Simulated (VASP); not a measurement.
# HgTe (Fm-3m) in VASP: single point with PBE

Aim: the single point of HgTe with PBE.

Program: VASP 6.6.1. These are calculated values, not measurements. Logs are shortened: lines on timing, memory, paths and dates and some standing lists are left out, and cuts for length are marked.

## Step 1: The cell of the first run

It takes space group Fm-3m (No. 225, cubic). Conventional cell: a = 6.360 Å, b = 6.360 Å, c = 6.360 Å, α = 90.00°, β = 90.00°, γ = 90.00°. Hg (site symmetry m-3m) has 6 Te at 3.18 Å within 4.2 Å. Within 4.2 Å of Te (site symmetry m-3m) lie 6 Hg at 3.18 Å.

## Step 2: Single point, PBE

The input, INCAR:

```
SYSTEM = HgTe
PREC = Accurate
ENCUT = 520
EDIFF = 1E-6
ISMEAR = 0
SIGMA = 0.05
LREAL = .FALSE.
LASPH = .TRUE.
NELM = 100
ALGO = Normal
ISIF = 2
LWAVE = .FALSE.
LCHARG = .FALSE.
GGA = PE
NBANDS = 16
```

The input, KPOINTS:

```
regular mesh
0
G
  8 8 8
  0 0 0
```

The input, POSCAR:

```
HgTe
1.0
    0.0000000000      3.1800000000      3.1800000000
    3.1800000000      0.0000000000      3.1800000000
    3.1800000000      3.1800000000      0.0000000000
Hg Te
1 1
Direct
    0.0000000000      0.0000000000      0.0000000000
    0.5000000000      0.5000000000      0.5000000000
```

Potentials or basis: VASP PAW PBE potentials, release 64 (Hg, Te).

On the command line:

```
> cat potpaw_PBE.64/Hg/POTCAR potpaw_PBE.64/Te/POTCAR > POTCAR
> mpirun -np 1 vasp_std > vasp.out
```

OUTCAR:

```text
SYSTEM = HgTe
   PREC = Accurate
   ENCUT = 520
   EDIFF = 1E-6
   ISMEAR = 0
   LREAL = .FALSE.
   LASPH = .TRUE.
   NELM = 100
   ISIF = 2
   GGA = PE

 ion  position               nearest neighbor table
   1  0.000  0.000  0.000-   2 3.18   2 3.18   2 3.18   2 3.18   2 3.18   2 3.18
   2  0.500  0.500  0.500-   1 3.18   1 3.18   1 3.18   1 3.18   1 3.18   1 3.18

  LATTYP: Found a face centered cubic cell.
 ALAT       =     6.3600000000

  Lattice vectors:

 A1 = (   0.0000000000,   3.1800000000,   3.1800000000)
 A2 = (   3.1800000000,   0.0000000000,   3.1800000000)
 A3 = (   3.1800000000,   3.1800000000,   0.0000000000)

Analysis of symmetry for initial positions (statically):
=====================================================================
 Subroutine PRICEL returns:
 Original cell was already a primitive cell.

 Routine SETGRP: Setting up the symmetry group for a
 face centered cubic supercell.

 Subroutine GETGRP returns: Found 48 space group operations
 (whereof 48 operations were pure point group operations)
 out of a pool of 48 trial point group operations.

The static configuration has the point symmetry O_h .

Analysis of symmetry for dynamics (positions and initial velocities):
=====================================================================
 Subroutine PRICEL returns:
 Original cell was already a primitive cell.

 Routine SETGRP: Setting up the symmetry group for a
 face centered cubic supercell.

 Subroutine GETGRP returns: Found 48 space group operations
 (whereof 48 operations were pure point group operations)
 out of a pool of 48 trial point group operations.

The dynamic configuration has the point symmetry O_h .

 Subroutine INISYM returns: Found 48 space group operations
 (whereof 48 operations are pure point group operations),
 and found     1 'primitive' translations

----------------------------------------------------------------------------------------

                                     Primitive cell

  volume of cell :      64.3149

  direct lattice vectors                    reciprocal lattice vectors
     0.000000000  3.180000000  3.180000000    -0.157232704  0.157232704  0.157232704
     3.180000000  0.000000000  3.180000000     0.157232704 -0.157232704  0.157232704
     3.180000000  3.180000000  0.000000000     0.157232704  0.157232704 -0.157232704

  length of vectors
     4.497199128  4.497199128  4.497199128     0.272335033  0.272335033  0.272335033

  position of ions in fractional coordinates (direct lattice)
     0.000000000  0.000000000  0.000000000
     0.500000000  0.500000000  0.500000000

  ion indices of the primitive-cell ions
   primitive index   ion index
                 1           1
                 2           2

----------------------------------------------------------------------------------------

 KPOINTS: regular mesh

Automatic generation of k-mesh.
 Grid dimensions read from file:
 generate k-points for:    8    8    8

 Generating k-lattice:

  Cartesian coordinates                     Fractional coordinates (reciprocal lattice)
    -0.019654088  0.019654088  0.019654088     0.125000000  0.000000000  0.000000000
     0.019654088 -0.019654088  0.019654088     0.000000000  0.125000000  0.000000000
     0.019654088  0.019654088 -0.019654088     0.000000000  0.000000000  0.125000000

  Length of vectors
     0.034041879  0.034041879  0.034041879

  Shift w.r.t. Gamma in fractional coordinates (k-lattice)
     0.000000000  0.000000000  0.000000000

 Subroutine IBZKPT returns following result:
 ===========================================

 Found     29 irreducible k-points:

 Following reciprocal coordinates:
            Coordinates               Weight
  0.000000  0.000000  0.000000      1.000000
  0.125000  0.000000  0.000000      8.000000
  0.250000  0.000000  0.000000      8.000000
  0.375000  0.000000  0.000000      8.000000
  0.500000  0.000000  0.000000      4.000000
  0.125000  0.125000  0.000000      6.000000
[... 16 lines left out ...]
  0.500000  0.250000  0.125000     48.000000
 -0.375000  0.250000  0.125000     24.000000
 [... further k-points ...]
   k-points           NKPTS =     29   k-points in BZ     NKDIM =     29   number of bands    NBANDS=     16
   number of dos      NEDOS =    301   number of ions     NIONS =      2
   total plane-waves  NPLWV =  46656
   dimension x,y,z NGX =    36 NGY =   36 NGZ =   36
   dimension x,y,z NGXF=    72 NGYF=   72 NGZF=   72
   ions per type =               1   1
   NGX,Y,Z   is equivalent  to a cutoff of  13.31, 13.31, 13.31 a.u.
   NGXF,Y,Z  is equivalent  to a cutoff of  26.62, 26.62, 26.62 a.u.
 SYSTEM =  HgTe
   PREC   = accura    normal or accurate (medium, high low for compatibility)
   ISTART =      0    job   : 0-new  1-cont  2-samecut
   ICHARG =      2    charge: 1-file 2-atom 10-const
   ISPIN  =      1    spin polarized calculation?
   LNONCOLLINEAR =      F non collinear calculations
   LSORBIT =      F    spin-orbit coupling
   LASPH  =      T    aspherical Exc in radial PAW
   ENCUT  =  520.0 eV  38.22 Ry    6.18 a.u.   8.36  8.36  8.36*2*pi/ulx,y,z
   NELM   =    100;   NELMIN=  2; NELMDL= -5     # of ELM steps
   EDIFF  = 0.1E-05   stopping-criterion for ELM
   LREAL  =      F    real-space projection
   EDIFFG = 0.1E-04   stopping-criterion for IOM
   NSW    =      0    number of steps for IOM
   IBRION =     -1    ionic relax: 0-MD 1-quasi-New 2-CG
   NFREE  =      0    steps in history (QN), initial steepest desc. (CG)
   ISIF   =      2    stress and relaxation
   ISYM   =      2    0-nonsym 1-usesym 2-fastsym
   POTIM  = 0.5000    time-step for ionic-motion
   TEBEG  =    0.0;   TEEND  =   0.0 temperature during run
   PSTRESS=    0.0 pullay stress
   NELECT =      18.0000    total number of electrons
   NUPDOWN=      -1.0000    fix difference up-down
   EMIN   =  10.00;   EMAX   =-10.00  energy-range for DOS
   EFERMI =   0.00;   METHOD = LEGACY
   ISMEAR =     0;   SIGMA  =   0.05  broadening in eV -4-tet -1-fermi 0-gaus
   EFERMI_NEDOS =   21; number of points for ismear=-14 and -15
   IALGO  =     38    algorithm
   IMIX   =      4    mixing-type and parameters
     AMIX     =   0.40;   BMIX     =  1.00
     AMIX_MAG =   1.60;   BMIX_MAG =  1.00
  volume/ion in A,a.u.               =      32.16       217.01
  Fermi-wavevector in a.u.,A,eV,Ry     =   1.070850  2.023613 15.602062  1.146719
  Thomas-Fermi vector in A             =   2.206572
   LORBIT       =      0    0 simple, 1 ext, 2 COOP (PROOUT), +10 PAW based schemes
   GGA     = PE    functional components
   LHFCALC =     F    Hartree Fock is set to
   AEXX    =    0.0000 exact exchange contribution
   IVDW    =     0    specifies the selected vdW correction
   LEPSILON=     F    determine dielectric tensor
   LRPA    =     F    only Hartree local field effects (RPA)
 non-spin polarized calculation
 Gauss-broadening in eV      SIGMA  =   0.05
  energy-cutoff  :      520.00
  volume of cell :       64.31
 maximum number of plane-waves:      1759
 NGX is ok and might be reduce to    36
   NGX = 17   NGY = 17   NGZ = 17

 number of electron      17.9999998 magnetization

 Free energy of the ion-electron system (eV)
  ---------------------------------------------------
  ext. energy  EPLUGINS =         0.00000000
  ---------------------------------------------------
  free energy    TOTEN  =        -3.26223717 eV

  energy without entropy =       -3.25877075  energy(sigma->0) =       -3.26050396

 E-fermi :   3.1582     XC(G=0):  -9.2798

 val. band max:        3.1567525014   @ k =  -0.3750   0.3750   0.0000
 cond. band min:       3.1822020357   @ k =  -0.3750   0.1250   0.0000
 fundamental gap:      0.0254495342
 Fermi energy:         3.1582046077

 k-point     1 :       0.0000    0.0000    0.0000
  band No.  band energies     occupation
      1      -8.1552      2.00000
      2      -3.2140      2.00000
      3      -3.2140      2.00000
      4      -3.1652      2.00000
      5      -3.1652      2.00000
      6      -3.1652      2.00000
[... 8 lines left out ...]
     15      10.6528      0.00000
     16      10.6528      0.00000

 k-point     2 :       0.1250    0.0000    0.0000
  band No.  band energies     occupation
      1      -8.0512      2.00000
      2      -3.2481      2.00000
      3      -3.2481      2.00000
      4      -3.1755      2.00000
      5      -3.1511      2.00000
      6      -3.1511      2.00000
[... 8 lines left out ...]
     15      11.0488      0.00000
     16      11.0488      0.00000

 k-point     3 :       0.2500    0.0000    0.0000
  band No.  band energies     occupation
      1      -7.7716      2.00000
      2      -3.3338      2.00000
      3      -3.3338      2.00000
      4      -3.2193      2.00000
      5      -3.1100      2.00000
      6      -3.1100      2.00000
[... 8 lines left out ...]
     15      11.7722      0.00000
     16      11.7722      0.00000

 k-point     4 :       0.3750    0.0000    0.0000
  band No.  band energies     occupation
      1      -7.4352      2.00000
      2      -3.4168      2.00000
      3      -3.4168      2.00000
      4      -3.3247      2.00000
      5      -3.0671      2.00000
      6      -3.0671      2.00000
[... 8 lines left out ...]
     15      12.8654      0.00000
     16      12.8654      0.00000
[... 324 lines left out ...]
 k-point    22 :       0.3750    0.2500    0.1250
  band No.  band energies     occupation
      1      -7.6055      2.00000
      2      -3.3864      2.00000
      3      -3.2852      2.00000
      4      -3.2032      2.00000
      5      -3.0952      2.00000
      6      -3.0654      2.00000
[... 8 lines left out ...]
     15      13.1449      0.00000
     16      13.7223      0.00000

 k-point    23 :       0.5000    0.2500    0.1250
  band No.  band energies     occupation
      1      -7.3750      2.00000
      2      -3.3687      2.00000
      3      -3.3267      2.00000
      4      -3.2094      2.00000
      5      -3.0595      2.00000
      6      -3.0247      2.00000
[... 8 lines left out ...]
     15      13.4450      0.00000
     16      14.0938      0.00000

 k-point    24 :      -0.3750    0.2500    0.1250
  band No.  band energies     occupation
      1      -7.2710      2.00000
      2      -3.4014      2.00000
      3      -3.2573      2.00000
      4      -3.2349      2.00000
      5      -3.0366      2.00000
      6      -3.0122      2.00000
[... 8 lines left out ...]
     15      12.4465      0.00000
     16      14.6121      0.00000

 [... further k-points ...]
[... 5 lines left out ...]
  --------------------------------------------------------------------------------------
  -------------------------------------------------------------------------------------
  Total       -1.4166210     -1.4166210     -1.4166210      0.0000000     -0.0000000      0.0000000
  in kB      -35.2901015    -35.2901015    -35.2901015      0.0000000     -0.0000000      0.0000000
  external PRESSURE =     -35.2901015 kB  Pullay stress =       0.0000000 kB

 VOLUME and BASIS-vectors are now :
 -----------------------------------------------------------------------------
  energy-cutoff  :      520.00
  volume of cell :       64.31
      direct lattice vectors                 reciprocal lattice vectors
     0.000000000  3.180000000  3.180000000    -0.157232704  0.157232704  0.157232704
     3.180000000  0.000000000  3.180000000     0.157232704 -0.157232704  0.157232704
     3.180000000  3.180000000  0.000000000     0.157232704  0.157232704 -0.157232704

 POSITION                                       TOTAL-FORCE (eV/Angst)
 -----------------------------------------------------------------------------------
      0.00000      0.00000      0.00000         0.000000      0.000000     -0.000000
      3.18000      3.18000      3.18000         0.000000      0.000000      0.000000
 -----------------------------------------------------------------------------------
    total drift:                               -0.000000      0.000000      0.000000

  FREE ENERGIE OF THE ION-ELECTRON SYSTEM (eV)
  ---------------------------------------------------
  free  energy   TOTEN  =        -3.2622371665 eV

  energy  without entropy=       -3.2587707507  energy(sigma->0) =       -3.26050396
```

It took 25 s on 1 thread of Intel Xeon Platinum 8259CL at 2.50GHz (Skylake/Cascade Lake), shared host; peak memory 0.21 GiB.

What came out:

| Item | Value |
| --- | --- |
| Free energy | -3.2622 eV |
| Pressure | -3.5 GPa |
| Band gap on the k mesh | zero (band 9 reaches 3.26 eV, above the bottom of band 10 at 1.29 eV) |

Levels at points of the mesh, in eV from the Fermi level:
```
           k point  band 5  band 6  band 7  band 8  band 9  band 10  band 11  band 12  band 13  band 14
(0.00, 0.00, 0.00)   -6.32   -6.32   -1.46   -0.60   -0.60    -0.60     7.39     7.39     7.39     7.49
(0.50, 0.00, 0.00)   -6.21   -6.21   -5.04    0.10    0.10     2.70     2.99     4.05     4.05     9.89
(0.50, 0.50, 0.00)   -6.16   -5.77   -3.54   -2.63   -1.87    -1.87     4.96     8.41     8.41     8.75
```

Caveat: spin-orbit coupling is left out, which moves the levels of the heavy elements.
